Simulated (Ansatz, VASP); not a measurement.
## Cu in VASP and in Ansatz

The input INCAR:

```
PREC = Accurate
ENCUT = 820
EDIFF = 1E-6
ISMEAR = 0
SIGMA = 0.01
LREAL = False
LASPH = True
NELM = 120
ALGO = Normal
ISIF = 2
LWAVE = False
LCHARG = False
GGA = PE
NBANDS = 16
GGA_COMPAT = False
```

The input KPOINTS:

```
Automatic mesh
0
Gamma
  10 10 10
```

The input POSCAR:

```
Cu
1.0
   -1.4427933200      1.4427933200      1.3760814500
    1.4427933200     -1.4427933200      1.3760814500
    1.4427933200      1.4427933200     -1.3760814500
Cu
1
Direct
    0.0000000000      0.0000000000      0.0000000000
```

Input for Ansatz:

```yaml
crystal:
  lattice:
    - [-1.44279332, 1.44279332, 1.37608145]
    - [1.44279332, -1.44279332, 1.37608145]
    - [1.44279332, 1.44279332, -1.37608145]
  atoms:
    - { symbol: Cu, position: [0.0, 0.0, 0.0] }
basis:
  ecutwfc: 420
kpoints:
  mp_grid: { grid: [10, 10, 10] }
hamiltonian:
  xc: pbe
scf:
  occupations: { method: gaussian, width: 0.01 }
output:
  forces: true
  stress: true
  eigenvalues: true
```

Alike in both runs: task single point; functional PBE; k mesh 10 × 10 × 10; occupations gaussian, width 0.01 eV; no spin polarisation.

|  | VASP | Ansatz |
| --- | --- | --- |
| version | VASP 6.6.1 | Ansatz 0.2.0 |
| potentials or method | VASP PAW PBE potentials, release 64 (Cu_sv_GW), cutoff 820 eV | scalar-relativistic, plane waves, PAW |
| valence electrons in the cell | 19 | 19 |

```tsv
	VASP	Ansatz	Ansatz less VASP
gap on the k mesh at the Fermi level (eV)	none	none	-
pressure (GPa)	6.3	7.1	+0.78
traceless stress, the component that is largest in VASP (GPa)	-0.39	-0.41	-0.017
```

A gap of «none» marks a metal or a gap that the smearing closes. The functional is the same, so the differences come from potentials, cutoffs and numerics.
